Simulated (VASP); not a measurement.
Write the native input for VASP 6.6.1 that does the following.

```
Task                   : single point
Functional             : PBE
Potentials or basis    : VASP PAW PBE potentials, release 64 (Al, In_d, N)
Cutoff                 : 520 eV
k mesh                 : 6 × 6 × 4
Occupations            : gaussian, width 0.1 eV
Spin                   : collinear spin, ferromagnetic start
Starting moments       : [0.0, 0.0, 0.0, 1.0, 1.0, 1.0] μB
Dipole correction      : no
Further INCAR settings : ALGO = Normal; EDIFF = 1e-06; NBANDS = 30
```

The structure of Al2InN3 lies in POSCAR:

```
Al2InN3
1.0
    4.5443932800      0.0000000000      0.0000000000
   -2.2721966400      3.9355600200      0.0000000000
    0.0000000000      0.0000000000      5.1518810900
Al In N
2 1 3
Direct
    0.3333333300      0.6666666700      0.5000000000
    0.6666666700      0.3333333300      0.5000000000
    0.0000000000      0.0000000000      0.0000000000
    0.4563794500      0.0000000000      0.0000000000
    0.0000000000      0.4563794500      0.0000000000
    0.5436205500      0.5436205500      0.0000000000
```

The input as run:

INCAR

```
  PREC = Accurate
  ENCUT = 520
  EDIFF = 1E-6
  ISMEAR = 0
  SIGMA = 0.1
  LREAL = F
  LASPH = T
  NELM = 150
  ALGO = Normal
  ISIF = 2
  LWAVE = F
  LCHARG = F
  ISPIN = 2
  MAGMOM = 0 0 0 1 1 1
  LORBIT = 11
  GGA = PE
  NBANDS = 30
```

KPOINTS

```
regular mesh
0
Gamma
  6 6 4
```

Potentials or basis: VASP PAW PBE potentials, release 64 (Al, In_d, N).

Command:

```bash
$ cat potpaw_PBE.64/Al/POTCAR potpaw_PBE.64/In_d/POTCAR potpaw_PBE.64/N/POTCAR > POTCAR
$ mpirun -np 1 vasp_std > vasp.out
```

It gave:

```
Pressure                                              : -1.3 GPa
Largest force                                         : 0.641 eV/Å
Band gap on the k mesh                                : zero (filled and empty bands overlap)
Net moment                                            : 0.00 μB per cell
Valence electrons inside the program's atomic spheres : Al 0.74; In 11.51; N 3.44
```

Caveat: spin-orbit coupling is left out, which moves the levels of the heavy elements.

Run time: 75 s on 1 thread of AMD EPYC 9R45 96-Core Processor (Zen 5), with other jobs on the host, peak memory 0.27 GiB.
